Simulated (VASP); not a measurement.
Runs of VASP 6.6.1 on MnS. The structure is cubic, space group F-43m (No. 216). The conventional cell has a = 5.600 Å, b = 5.600 Å, c = 5.600 Å, α = 90.00°, β = 90.00°, γ = 90.00°. Mn (site symmetry -43m) has 4 S at 2.42 Å within 3.2 Å. Within 3.2 Å of S (site symmetry -43m) lie 4 Mn at 2.42 Å. 

```csv
spin,fixed moment (μB),pressure (GPa),moment (μB)
"collinear, ferromagnetic start",2.4,-15.0,2.40
"collinear, ferromagnetic start",4.0,-6.4,4.00
"collinear, ferromagnetic start",3.2,(b),3.20
"collinear, ferromagnetic start",0.8,-19.9,0.80
"collinear, zero start",0.0,(a),0.00
```

Alike in all rows: task single point; level pbesol exchange, lyp correlation; potentials or basis VASP PAW PBE potentials, release 64 (Mn_pv, S); cell as given; k mesh 7 × 7 × 7; cutoff (eV) 500; smearing gaussian 0.2 eV.

Task: Estimate the missing entries.

Result: (a) -20.7; (b) -11.1.

Caveats: the cell stands under tension; the PAW data sets were made with another functional, which shifts forces and pressure a little; the total moment is fixed, so each spin has its own Fermi level; a cell with one magnetic atom can't hold antiferromagnetic order, which such compounds often take (at least some runs).
